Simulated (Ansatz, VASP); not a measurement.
One calculation of LaIn3Au2, two programs

INCAR

```
SYSTEM = LaIn3Au2
PREC = Accurate
ENCUT = 520
EDIFF = 1E-6
ISMEAR = -1
SIGMA = 0.1
LREAL = .FALSE.
LASPH = .TRUE.
NELM = 100
ALGO = Normal
ISIF = 2
LWAVE = .FALSE.
LCHARG = .TRUE.
GGA = PE
LELF = .TRUE.
LVHAR = .TRUE.
NBANDS = 45
```

KPOINTS

```
Automatic mesh
0
G
  4 4 4
  0 0 0
```

Contents of POSCAR:

```
LaIn3Au2
1.0
    5.9533310000      0.0000000000      0.0000000000
   -2.9766650000      5.1557370000      0.0000000000
    0.0000000000      0.0000000000      4.6759690000
In La Au
3 1 2
Direct
    0.5000000000      0.0000000000      0.5000000000
    0.5000000000      0.5000000000      0.5000000000
    0.0000000000      0.5000000000      0.5000000000
    0.0000000000      0.0000000000      0.0000000000
    0.3333000000      0.6667000000      0.0000000000
    0.6666000000      0.3333000000      0.0000000000
```

Input for Ansatz:

```yaml
crystal:
  lattice:
    - [5.953331, 0.0, 0.0]
    - [-2.976665, 5.155737, 0.0]
    - [0.0, 0.0, 4.675969]
  atoms:
    - { symbol: In, position: [0.5, 0.0, 0.5] }
    - { symbol: In, position: [0.5, 0.5, 0.5] }
    - { symbol: In, position: [0.0, 0.5, 0.5] }
    - { symbol: La, position: [0.0, 0.0, 0.0] }
    - { symbol: Au, position: [0.3333, 0.6667, 0.0] }
    - { symbol: Au, position: [0.6666, 0.3333, 0.0] }
  symmetry: { tolerance: 0.0003 }
kpoints:
  mp_grid: { grid: [4, 4, 4], shift: [0, 0, 0] }
magnetization:
  spin_polarized: false
scf:
  occupations: { method: fermi_dirac }
hamiltonian:
  pseudopotentials: { kind: paw }
  xc: pbe
basis:
  ecutwfc: 420
output:
  forces: true
  stress: true
  eigenvalues: true
```

Alike in both runs: task single point; functional PBE; k mesh 4 × 4 × 4; no spin polarisation.

```csv
,VASP,Ansatz
version,VASP 6.6.1,Ansatz 0.2.0
potentials or method,"VASP PAW PBE potentials, release 64 (In_d, La, Au), cutoff 520 eV",PAW plane waves
occupations,"fermi-dirac, width 0.1 eV",fermi-dirac
valence electrons in the cell,72,88
```

```tsv
	VASP	Ansatz	Ansatz less VASP
gap on the k mesh at the Fermi level (eV)	none	none	-
pressure (GPa)	1.2	1.3	+0.10
traceless stress, the component that is largest in VASP (GPa)	-1.57	-1.57	+0.001
```

A gap of «none» marks a metal or a gap that the smearing closes. VASP's potentials hold 72 valence electrons a cell and Ansatz's 88, so a difference there can come from the potentials and not from the codes. Ansatz's warnings: structure snapped to symmetry.

Spin-orbit coupling is off throughout.
